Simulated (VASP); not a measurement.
Wanted: the native input for a VASP 6.6.1 run.

* Task: single point
* Functional: PBE
* Potentials or basis: VASP PAW PBE potentials, release 64 (In_d, Sb)
* Cutoff: 520 eV
* k mesh: 11 × 11 × 11
* Occupations: fermi-dirac, width 0.08 eV
* Spin: no spin polarisation
* Dipole correction: no
* Further INCAR settings: ALGO = Normal; EDIFF = 1e-07; NBANDS = 16

The structure of InSb (CsCl type) lies in POSCAR:

```
InSb
1.0
    3.7285684006      0.0000000000      0.0000000000
    0.0000000000      3.7285684006      0.0000000000
    0.0000000000      0.0000000000      3.7285684006
In Sb
1 1
Direct
    0.0000000000      0.0000000000      0.0000000000
    0.5000000000      0.5000000000      0.5000000000
```

This cell differs from its parent crystal: volume scaled by 0.94.

The input as run:

INCAR

```
SYSTEM = InSb
PREC = Accurate ; ENCUT = 520
EDIFF = 1E-7 ; ISMEAR = -1
SIGMA = 0.08 ; LREAL = .False.
LASPH = .True. ; NELM = 60
ALGO = Normal ; ISIF = 2
LWAVE = .False. ; LCHARG = .True.
GGA = PE ; LELF = .True.
LVHAR = .True. ; NBANDS = 16
```

KPOINTS

```
Automatic mesh
0
Gamma
  11 11 11
  0 0 0
```

Potentials or basis: VASP PAW PBE potentials, release 64 (In_d, Sb).

Launch:

```console
$ cat potpaw_PBE.64/In_d/POTCAR potpaw_PBE.64/Sb/POTCAR > POTCAR
$ mpirun -np 1 vasp_std > vasp.out
```

It gave:

```yaml
Pressure: 3.2 GPa
Band_gap_on_the_k_mesh: zero (band 9 reaches 9.50 eV, above the bottom of band 10 at 6.06 eV)
```

Caveat: spin-orbit coupling is left out, which moves the levels of the heavy elements.

Wall time 33 s on 1 thread of Intel(R) Xeon(R) Platinum 8259CL CPU @ 2.50GHz (Skylake/Cascade Lake), with other jobs on the host, peak memory 0.19 GiB.
